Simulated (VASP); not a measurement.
# Sb (Pm-3m) in VASP: notebook, part 3 of 3

VASP 6.6.1.

**6. Electric field gradients, PBE (volume scaled by 1.06)**

File INCAR:

```
SYSTEM = Sb
PREC = Accurate ; ENCUT = 400
EDIFF = 1E-8 ; ISMEAR = -1
SIGMA = 0.08 ; LREAL = .False.
LASPH = .True. ; NELM = 120
ALGO = Normal ; ISIF = 2
LWAVE = .False. ; LCHARG = .False.
GGA = PE ; LEFG = .True.
NBANDS = 8 ; GGA_COMPAT = .False.
```

File KPOINTS:

```
Automatic mesh
0
Gamma
  12 12 12
  0 0 0
```

File POSCAR:

```
Sb
1.0
    3.2219765188      0.0000000000      0.0000000000
    0.0000000000      3.2219765188      0.0000000000
    0.0000000000      0.0000000000      3.2219765188
Sb
1
Direct
    0.0000000000      0.0000000000      0.0000000000
```

Potentials or basis: VASP PAW PBE potentials, release 64 (Sb).

Started as:

```bash
cat potpaw_PBE.64/Sb/POTCAR > POTCAR
mpirun -np 1 vasp_std > vasp.out
```

OUTCAR:

```text
SYSTEM = Sb
   PREC = Accurate
   ENCUT = 400
   EDIFF = 1E-8
   ISMEAR = -1
   LREAL = .False.
   LASPH = .True.
   NELM = 120
   ISIF = 2
   GGA = PE

 ion  position               nearest neighbor table
   1  0.000  0.000  0.000-

  LATTYP: Found a simple cubic cell.
 ALAT       =     3.2219765188

  Lattice vectors:

 A1 = (   3.2219765188,   0.0000000000,   0.0000000000)
 A2 = (   0.0000000000,   3.2219765188,   0.0000000000)
 A3 = (   0.0000000000,   0.0000000000,   3.2219765188)

Analysis of symmetry for initial positions (statically):
=====================================================================
 Subroutine PRICEL returns:
 Original cell was already a primitive cell.

 Routine SETGRP: Setting up the symmetry group for a
 simple cubic supercell.

 Subroutine GETGRP returns: Found 48 space group operations
 (whereof 48 operations were pure point group operations)
 out of a pool of 48 trial point group operations.

The static configuration has the point symmetry O_h .

Analysis of symmetry for dynamics (positions and initial velocities):
=====================================================================
 Subroutine PRICEL returns:
 Original cell was already a primitive cell.

 Routine SETGRP: Setting up the symmetry group for a
 simple cubic supercell.

 Subroutine GETGRP returns: Found 48 space group operations
 (whereof 48 operations were pure point group operations)
 out of a pool of 48 trial point group operations.

The dynamic configuration has the point symmetry O_h .

 Subroutine INISYM returns: Found 48 space group operations
 (whereof 48 operations are pure point group operations),
 and found     1 'primitive' translations

----------------------------------------------------------------------------------------

                                     Primitive cell

  volume of cell :      33.4478

  direct lattice vectors                    reciprocal lattice vectors
     3.221976519  0.000000000  0.000000000     0.310368494  0.000000000  0.000000000
     0.000000000  3.221976519  0.000000000     0.000000000  0.310368494  0.000000000
     0.000000000  0.000000000  3.221976519     0.000000000  0.000000000  0.310368494

  length of vectors
     3.221976519  3.221976519  3.221976519     0.310368494  0.310368494  0.310368494

  position of ions in fractional coordinates (direct lattice)
     0.000000000  0.000000000  0.000000000

  ion indices of the primitive-cell ions
   primitive index   ion index
                 1           1

----------------------------------------------------------------------------------------

 KPOINTS: Automatic mesh

Automatic generation of k-mesh.
 Grid dimensions read from file:
 generate k-points for:   12   12   12

 Generating k-lattice:

  Cartesian coordinates                     Fractional coordinates (reciprocal lattice)
     0.025864041  0.000000000  0.000000000     0.083333333  0.000000000  0.000000000
     0.000000000  0.025864041  0.000000000     0.000000000  0.083333333  0.000000000
[... 61 lines left out ...]
   NSW    =      0    number of steps for IOM
   IBRION =     -1    ionic relax: 0-MD 1-quasi-New 2-CG
   NFREE  =      0    steps in history (QN), initial steepest desc. (CG)
   ISIF   =      2    stress and relaxation
   ISYM   =      2    0-nonsym 1-usesym 2-fastsym
   POTIM  = 0.5000    time-step for ionic-motion
   TEBEG  =    0.0;   TEEND  =   0.0 temperature during run
   PSTRESS=    0.0 pullay stress
   NELECT =       5.0000    total number of electrons
   NUPDOWN=      -1.0000    fix difference up-down
   EMIN   =  10.00;   EMAX   =-10.00  energy-range for DOS
   EFERMI =   0.00;   METHOD = LEGACY
   ISMEAR =    -1;   SIGMA  =   0.08  broadening in eV -4-tet -1-fermi 0-gaus
   EFERMI_NEDOS =   21; number of points for ismear=-14 and -15
   IALGO  =     38    algorithm
   IMIX   =      4    mixing-type and parameters
     AMIX     =   0.40;   BMIX     =  1.00
     AMIX_MAG =   1.60;   BMIX_MAG =  1.00
  volume/ion in A,a.u.               =      33.45       225.72
  Fermi-wavevector in a.u.,A,eV,Ry     =   0.868845  1.641880 10.270932  0.754892
  Thomas-Fermi vector in A             =   1.987582
   LORBIT       =      0    0 simple, 1 ext, 2 COOP (PROOUT), +10 PAW based schemes
   GGA     = PE    functional components
   LHFCALC =     F    Hartree Fock is set to
   AEXX    =    0.0000 exact exchange contribution
   IVDW    =     0    specifies the selected vdW correction
   LEPSILON=     F    determine dielectric tensor
   LRPA    =     F    only Hartree local field effects (RPA)
 non-spin polarized calculation
  energy-cutoff  :      400.00
  volume of cell :       33.45
 maximum number of plane-waves:       627
 NGX is ok and might be reduce to    24
   NGX = 11   NGY = 11   NGZ = 11

 number of electron       5.0000000 magnetization

 Free energy of the ion-electron system (eV)
  ---------------------------------------------------
  ext. energy  EPLUGINS =         0.00000000
  ---------------------------------------------------
  free energy    TOTEN  =        -4.03487359 eV

  energy without entropy =       -4.01875353  energy(sigma->0) =       -4.02681356

 E-fermi :   5.8240     XC(G=0):  -9.1428

 val. band max:        5.8196017204   @ k =   0.4167   0.2500   0.0833
 cond. band min:       5.8684861153   @ k =   0.1667   0.0000   0.0000
 fundamental gap:      0.0488843949
 Fermi energy:         5.8239876601

 k-point     1 :       0.0000    0.0000    0.0000
  band No.  band energies     occupation
      1      -5.7944      2.00000
      2       8.7456      0.00000
      3       8.7456      0.00000
      4       8.7456      0.00000
      5      12.5887      0.00000
      6      12.5887      0.00000
      7      13.3573      0.00000
      8      22.7502      0.00000
[... 243 lines left out ...]
 k-point    24 :       0.4167    0.3333    0.0000
  band No.  band energies     occupation
      1      -2.6888      2.00000
      2       2.5740      2.00000
      3       4.1726      2.00000
      4      10.0698      0.00000
      5      11.3752      0.00000
      6      16.0863      0.00000
      7      18.2191      0.00000
      8      18.5299      0.00000

 [... further k-points ...]
[... 5 lines left out ...]
  --------------------------------------------------------------------------------------
  -------------------------------------------------------------------------------------
  Total       -0.9307474     -0.9307474     -0.9307474      0.0000000     -0.0000000      0.0000000
  in kB      -44.5836174    -44.5836174    -44.5836174      0.0000000     -0.0000000      0.0000000
  external PRESSURE =     -44.5836174 kB  Pullay stress =       0.0000000 kB

 VOLUME and BASIS-vectors are now :
 -----------------------------------------------------------------------------
  energy-cutoff  :      400.00
  volume of cell :       33.45
      direct lattice vectors                 reciprocal lattice vectors
     3.221976519  0.000000000  0.000000000     0.310368494  0.000000000  0.000000000
     0.000000000  3.221976519  0.000000000     0.000000000  0.310368494  0.000000000
     0.000000000  0.000000000  3.221976519     0.000000000  0.000000000  0.310368494

 POSITION                                       TOTAL-FORCE (eV/Angst)
 -----------------------------------------------------------------------------------
      0.00000      0.00000      0.00000         0.000000      0.000000      0.000000
 -----------------------------------------------------------------------------------
    total drift:                               -0.000000     -0.000000      0.000000

  FREE ENERGIE OF THE ION-ELECTRON SYSTEM (eV)
  ---------------------------------------------------
  free  energy   TOTEN  =        -4.0348735936 eV

  energy  without entropy=       -4.0187535325  energy(sigma->0) =       -4.02681356

 Electric field gradients (V/A^2)
---------------------------------------------------------------------
 ion       V_xx      V_yy      V_zz      V_xy      V_xz      V_yz
---------------------------------------------------------------------
   1      -0.000     0.000     0.000     0.000    -0.000     0.000
---------------------------------------------------------------------

 Electric field gradients after diagonalization (V/A^2)
 (convention: |V_zz| > |V_xx| > |V_yy|)
----------------------------------------------------------------------
 ion       V_xx      V_yy      V_zz     asymmetry (V_yy - V_xx)/ V_zz
----------------------------------------------------------------------
   1       0.000    -0.000     0.000      -0.267
----------------------------------------------------------------------

           NMR quadrupolar parameters

 Cq : quadrupolar parameter    Cq=e*Q*V_zz/h
 eta: asymmetry parameters     (V_yy - V_xx)/ V_zz
 Q  : nuclear electric quadrupole moment in mb (millibarn)
----------------------------------------------------------------------
 ion       Cq(MHz)       eta       Q (mb)
----------------------------------------------------------------------
   1       0.000      -0.267       1.000
----------------------------------------------------------------------
```

stdout:

```text
POSCAR found type information on POSCAR Sb
 POSCAR found :  1 types and       1 ions
 scaLAPACK will be used
 LDA part: xc-table for (Slater+PW92), standard interpolation
 POSCAR, INCAR and KPOINTS ok, starting setup
 FFT: planning ... GRIDC
 FFT: planning ... GRID_SOFT
 FFT: planning ... GRID
 WAVECAR not read
 entering main loop
ion   1
```

It took 9.5 s on 1 thread of AMD EPYC 9R45 (Zen 5), shared host; peak memory 0.11 GiB.

Results:

- Free energy: -4.0349 eV
- Pressure: -4.5 GPa

Levels at points of the mesh, in eV from the Fermi level:
```
           k point  band 1  band 2  band 3  band 4  band 5  band 6
(0.00, 0.00, 0.00)  -11.62    2.92    2.92    2.92    6.76    6.76
(0.50, 0.00, 0.00)   -9.59   -4.88    4.58    4.58    8.64   10.23
(0.50, 0.50, 0.00)   -7.49   -3.10   -3.10    2.54    6.21   11.89
(0.50, 0.50, 0.50)   -5.20   -1.45   -1.45   -1.45    4.94    4.94
```

Caveat: without QUAD_EFG the Cq values of the log hold for a quadrupole moment of 1 mb, not for the nuclei; spin-orbit coupling is left out, which moves the levels of the heavy elements.

**7. Summary**

```tsv
cell	gap on the mesh (eV)	pressure (GPa)
a = 3.096 Å, 1 atom	none	0.8
a = 3.139 Å, 1 atom	none	-1.3
a = 3.160 Å, 1 atom	none	-2.3
a = 3.181 Å, 1 atom	none	-3.1
a = 3.222 Å, 1 atom	none	-4.5
```

Alike in all rows: task electric field gradients; level PBE; potentials or basis VASP PAW PBE potentials, release 64 (Sb); no spin polarisation; k mesh 12 × 12 × 12; cutoff (eV) 400; smearing fermi-dirac 0.08 eV.

Caveats: spin-orbit coupling is left out, which moves the levels of the heavy elements.

Absolute energies hang on the potentials; compare differences alone.
